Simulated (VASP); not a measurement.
# Tc (Fm-3m) in VASP: single point with LDA

Aim: the single point of Tc with LDA.

Program: VASP 6.6.1. These are calculated values, not measurements. Logs are shortened: lines on timing, memory, paths and dates and some standing lists are left out, and cuts for length are marked.

**1. The cell of the first run**

It takes space group Fm-3m (No. 225, cubic). The conventional cell has a = 3.814 Å, b = 3.814 Å, c = 3.814 Å, α = 90.00°, β = 90.00°, γ = 90.00°. Within 3.6 Å of Tc (site symmetry m-3m) lie 12 Tc at 2.70 Å.

**2. Single point, LDA**

INCAR reads:

```
ALGO = Normal
EDIFF = 1E-6
ENCUT = 520
GGA = CA
ISIF = 2
ISMEAR = -1
LASPH = True
LCHARG = True
LELF = True
LREAL = False
LVHAR = True
LWAVE = False
NBANDS = 12
NELM = 60
PREC = Accurate
SIGMA = 0.13605693000000002
```

KPOINTS reads:

```
k-points
0
Gamma
  15 15 15
```

POSCAR reads:

```
Tc
1.0
    0.0000000000      1.9072209065      1.9072209065
    1.9072209065      0.0000000000      1.9072209065
    1.9072209065      1.9072209065      0.0000000000
Tc
1
Direct
    0.0000000000      0.0000000000      0.0000000000
```

Potentials or basis: VASP PAW LDA potentials, release 64 (Tc_pv).

On the command line:

```sh
> cat potpaw_LDA.64/Tc_pv/POTCAR > POTCAR
> mpirun -np 1 vasp_std > vasp.out
```

OUTCAR:

```text
EDIFF = 1E-6
   ENCUT = 520
   GGA = CA
   ISIF = 2
   ISMEAR = -1
   LASPH = True
   LREAL = False
   NELM = 60
   PREC = Accurate

 ion  position               nearest neighbor table
   1  0.000  0.000  0.000-

  LATTYP: Found a face centered cubic cell.
 ALAT       =     3.8144418130

  Lattice vectors:

 A1 = (   0.0000000000,   1.9072209065,   1.9072209065)
 A2 = (   1.9072209065,   0.0000000000,   1.9072209065)
 A3 = (   1.9072209065,   1.9072209065,   0.0000000000)

Analysis of symmetry for initial positions (statically):
=====================================================================
 Subroutine PRICEL returns:
 Original cell was already a primitive cell.

 Routine SETGRP: Setting up the symmetry group for a
 face centered cubic supercell.

 Subroutine GETGRP returns: Found 48 space group operations
[... 9 lines left out ...]

 Routine SETGRP: Setting up the symmetry group for a
 face centered cubic supercell.

 Subroutine GETGRP returns: Found 48 space group operations
[... 11 lines left out ...]
                                     Primitive cell

  volume of cell :      13.8750

  direct lattice vectors                    reciprocal lattice vectors
     0.000000000  1.907220907  1.907220907    -0.262161556  0.262161556  0.262161556
     1.907220907  0.000000000  1.907220907     0.262161556 -0.262161556  0.262161556
     1.907220907  1.907220907  0.000000000     0.262161556  0.262161556 -0.262161556

  length of vectors
     2.697217672  2.697217672  2.697217672     0.454077134  0.454077134  0.454077134

  position of ions in fractional coordinates (direct lattice)
     0.000000000  0.000000000  0.000000000

  ion indices of the primitive-cell ions
   primitive index   ion index
                 1           1

----------------------------------------------------------------------------------------

 KPOINTS: k-points

Automatic generation of k-mesh.
 Grid dimensions read from file:
 generate k-points for:   15   15   15

 Generating k-lattice:

  Cartesian coordinates                     Fractional coordinates (reciprocal lattice)
    -0.017477437  0.017477437  0.017477437     0.066666667  0.000000000  0.000000000
     0.017477437 -0.017477437  0.017477437     0.000000000  0.066666667  0.000000000
     0.017477437  0.017477437 -0.017477437     0.000000000  0.000000000  0.066666667

  Length of vectors
     0.030271809  0.030271809  0.030271809

  Shift w.r.t. Gamma in fractional coordinates (k-lattice)
     0.000000000  0.000000000  0.000000000

 Subroutine IBZKPT returns following result:
 ===========================================

 Found    120 irreducible k-points:

 Following reciprocal coordinates:
            Coordinates               Weight
  0.000000  0.000000  0.000000      1.000000
  0.066667  0.000000  0.000000      8.000000
  0.133333  0.000000  0.000000      8.000000
  0.200000  0.000000  0.000000      8.000000
  0.266667  0.000000  0.000000      8.000000
  0.333333  0.000000  0.000000      8.000000
[... 16 lines left out ...]
  0.133333  0.133333  0.000000      6.000000
  0.200000  0.133333  0.000000     24.000000
 [... further k-points ...]
   k-points           NKPTS =    120   k-points in BZ     NKDIM =    120   number of bands    NBANDS=     12
   number of dos      NEDOS =    301   number of ions     NIONS =      1
   total plane-waves  NPLWV =   8000
   dimension x,y,z NGX =    20 NGY =   20 NGZ =   20
   dimension x,y,z NGXF=    40 NGYF=   40 NGZF=   40
   ions per type =               1
   NGX,Y,Z   is equivalent  to a cutoff of  12.33, 12.33, 12.33 a.u.
   NGXF,Y,Z  is equivalent  to a cutoff of  24.65, 24.65, 24.65 a.u.
 SYSTEM =  unknown system
   PREC   = accura    normal or accurate (medium, high low for compatibility)
   ISTART =      0    job   : 0-new  1-cont  2-samecut
   ICHARG =      2    charge: 1-file 2-atom 10-const
   ISPIN  =      1    spin polarized calculation?
   LNONCOLLINEAR =      F non collinear calculations
   LSORBIT =      F    spin-orbit coupling
   LASPH  =      T    aspherical Exc in radial PAW
   ENCUT  =  520.0 eV  38.22 Ry    6.18 a.u.   5.02  5.02  5.02*2*pi/ulx,y,z
   NELM   =     60;   NELMIN=  2; NELMDL= -5     # of ELM steps
   EDIFF  = 0.1E-05   stopping-criterion for ELM
   LREAL  =      F    real-space projection
   EDIFFG = 0.1E-04   stopping-criterion for IOM
   NSW    =      0    number of steps for IOM
   IBRION =     -1    ionic relax: 0-MD 1-quasi-New 2-CG
   NFREE  =      0    steps in history (QN), initial steepest desc. (CG)
   ISIF   =      2    stress and relaxation
   ISYM   =      2    0-nonsym 1-usesym 2-fastsym
   POTIM  = 0.5000    time-step for ionic-motion
   TEBEG  =    0.0;   TEEND  =   0.0 temperature during run
   PSTRESS=    0.0 pullay stress
   NELECT =      13.0000    total number of electrons
   NUPDOWN=      -1.0000    fix difference up-down
   EMIN   =  10.00;   EMAX   =-10.00  energy-range for DOS
   EFERMI =   0.00;   METHOD = LEGACY
   ISMEAR =    -1;   SIGMA  =   0.14  broadening in eV -4-tet -1-fermi 0-gaus
   EFERMI_NEDOS =   21; number of points for ismear=-14 and -15
   IALGO  =     38    algorithm
   IMIX   =      4    mixing-type and parameters
     AMIX     =   0.40;   BMIX     =  1.00
     AMIX_MAG =   1.60;   BMIX_MAG =  1.00
  volume/ion in A,a.u.               =      13.88        93.63
  Fermi-wavevector in a.u.,A,eV,Ry     =   1.601935  3.027219 34.915223  2.566196
  Thomas-Fermi vector in A             =   2.698835
   LORBIT       =      0    0 simple, 1 ext, 2 COOP (PROOUT), +10 PAW based schemes
   GGA     = CA    functional components
   LHFCALC =     F    Hartree Fock is set to
   AEXX    =    0.0000 exact exchange contribution
   IVDW    =     0    specifies the selected vdW correction
   LEPSILON=     F    determine dielectric tensor
   LRPA    =     F    only Hartree local field effects (RPA)
 non-spin polarized calculation
  energy-cutoff  :      520.00
  volume of cell :       13.88
 maximum number of plane-waves:       384
   NGX =  9   NGY =  9   NGZ =  9

 number of electron      12.9999997 magnetization

 Free energy of the ion-electron system (eV)
  ---------------------------------------------------
  ext. energy  EPLUGINS =         0.00000000
  ---------------------------------------------------
  free energy    TOTEN  =       -11.69149052 eV

  energy without entropy =      -11.63064267  energy(sigma->0) =      -11.66106660

 E-fermi :  13.2279     XC(G=0): -14.2079

 val. band max:       13.1948335349   @ k =   0.2667   0.2000   0.0667
 cond. band min:      13.2502321101   @ k =  -0.4000   0.4000   0.0000
 fundamental gap:      0.0553985752
 Fermi energy:        13.2278968928

 k-point     1 :       0.0000    0.0000    0.0000
  band No.  band energies     occupation
      1     -24.8547      2.00000
      2     -24.8547      2.00000
      3     -24.8547      2.00000
      4       5.5953      2.00000
      5      11.3456      2.00000
      6      11.3456      2.00000
      7      11.3456      2.00000
      8      14.1103      0.00305
      9      14.1103      0.00305
     10      27.2456      0.00000
     11      32.9714      0.00000
     12      32.9714      0.00000

 k-point     2 :       0.0667    0.0000    0.0000
  band No.  band energies     occupation
      1     -24.9212      2.00000
      2     -24.8630      2.00000
      3     -24.8630      2.00000
      4       5.7932      2.00000
      5      11.2263      2.00000
      6      11.4330      2.00000
      7      11.4330      2.00000
      8      14.0453      0.00491
      9      14.0453      0.00491
     10      27.6098      0.00000
     11      32.1462      0.00000
     12      33.3162      0.00000

 k-point     3 :       0.1333    0.0000    0.0000
  band No.  band energies     occupation
      1     -25.1066      2.00000
      2     -24.8864      2.00000
      3     -24.8864      2.00000
      4       6.3401      2.00000
      5      10.9549      2.00000
      6      11.6430      1.99998
      7      11.6430      1.99998
      8      13.9262      0.01173
      9      13.9262      0.01173
     10      28.5475      0.00000
     11      30.6302      0.00000
     12      34.3085      0.00000

 k-point     4 :       0.2000    0.0000    0.0000
  band No.  band energies     occupation
      1     -25.3737      2.00000
      2     -24.9206      2.00000
      3     -24.9206      2.00000
      4       7.0596      2.00000
      5      10.7840      2.00000
      6      11.7999      1.99994
      7      11.7999      1.99994
      8      13.9770      0.00809
      9      13.9770      0.00809
     10      28.7109      0.00000
     11      30.1419      0.00000
     12      35.8383      0.00000

 k-point     5 :       0.2667    0.0000    0.0000
  band No.  band energies     occupation
      1     -25.6722      2.00000
      2     -24.9595      2.00000
      3     -24.9595      2.00000
      4       7.5831      2.00000
      5      11.1224      2.00000
      6      11.7288      1.99997
      7      11.7288      1.99997
      8      14.4014      0.00036
      9      14.4014      0.00036
     10      27.4722      0.00000
     11      30.5705      0.00000
     12      37.7420      0.00000
[... 228 lines left out ...]
      1     -25.2134      2.00000
      2     -24.9479      2.00000
      3     -24.8848      2.00000
      4       6.7359      2.00000
      5      10.7172      2.00000
      6      11.8014      1.99994
      7      11.8101      1.99994
      8      13.5236      0.20431
      9      14.2591      0.00102
     10      29.1843      0.00000
     11      30.1955      0.00000
     12      34.0172      0.00000

 k-point    22 :      -0.0667    0.0667    0.0000
  band No.  band energies     occupation
      1     -25.0131      2.00000
      2     -24.9011      2.00000
      3     -24.8656      2.00000
      4       6.1101      2.00000
      5      11.0152      2.00000
      6      11.5534      1.99999
      7      11.6167      1.99999
      8      13.7830      0.03326
      9      14.1346      0.00255
     10      28.1812      0.00000
     11      31.4079      0.00000
     12      33.3170      0.00000

 k-point    23 :       0.1333    0.1333    0.0000
  band No.  band energies     occupation
      1     -25.0991      2.00000
      2     -24.9418      2.00000
      3     -24.9418      2.00000
      4       6.5911      2.00000
      5      10.5262      2.00000
      6      11.9603      1.99982
      7      11.9603      1.99982
      8      13.1929      1.12805
      9      14.4147      0.00033
     10      29.0968      0.00000
     11      31.6375      0.00000
     12      33.5321      0.00000

 k-point    24 :       0.2000    0.1333    0.0000
  band No.  band energies     occupation
      1     -25.2729      2.00000
      2     -24.9857      2.00000
      3     -24.9738      2.00000
      4       7.1642      2.00000
      5      10.1822      2.00000
      6      12.1265      1.99939
      7      12.2579      1.99840
      8      13.0499      1.57451
      9      14.5772      0.00010
     10      30.1157      0.00000
     11      30.7454      0.00000
     12      33.9203      0.00000

 [... further k-points ...]

------------------------ aborting loop because EDIFF is reached ----------------------------------------

  FORCE on cell =-STRESS in cart. coord.  units (eV):
  Direction    XX          YY          ZZ          XY          YZ          ZX
  --------------------------------------------------------------------------------------
  -------------------------------------------------------------------------------------
  Total       -0.0497894     -0.0497894     -0.0497894      0.0000000      0.0000000      0.0000000
  in kB       -5.7492913     -5.7492913     -5.7492913      0.0000000      0.0000000      0.0000000
  external PRESSURE =      -5.7492913 kB  Pullay stress =       0.0000000 kB

 VOLUME and BASIS-vectors are now :
 -----------------------------------------------------------------------------
  energy-cutoff  :      520.00
  volume of cell :       13.88
      direct lattice vectors                 reciprocal lattice vectors
     0.000000000  1.907220907  1.907220907    -0.262161556  0.262161556  0.262161556
     1.907220907  0.000000000  1.907220907     0.262161556 -0.262161556  0.262161556
     1.907220907  1.907220907  0.000000000     0.262161556  0.262161556 -0.262161556

 POSITION                                       TOTAL-FORCE (eV/Angst)
 -----------------------------------------------------------------------------------
      0.00000      0.00000      0.00000         0.000000      0.000000      0.000000
 -----------------------------------------------------------------------------------
    total drift:                                0.000000      0.000000     -0.000000

  FREE ENERGIE OF THE ION-ELECTRON SYSTEM (eV)
  ---------------------------------------------------
  free  energy   TOTEN  =       -11.6914905222 eV

  energy  without entropy=      -11.6306426708  energy(sigma->0) =      -11.66106660
```

It took 9.7 s on 1 thread of Intel Xeon Platinum 8559C (Emerald Rapids), shared host; peak memory 0.13 GiB.

What came out:

* Free energy: -11.6915 eV
* Pressure: -0.6 GPa
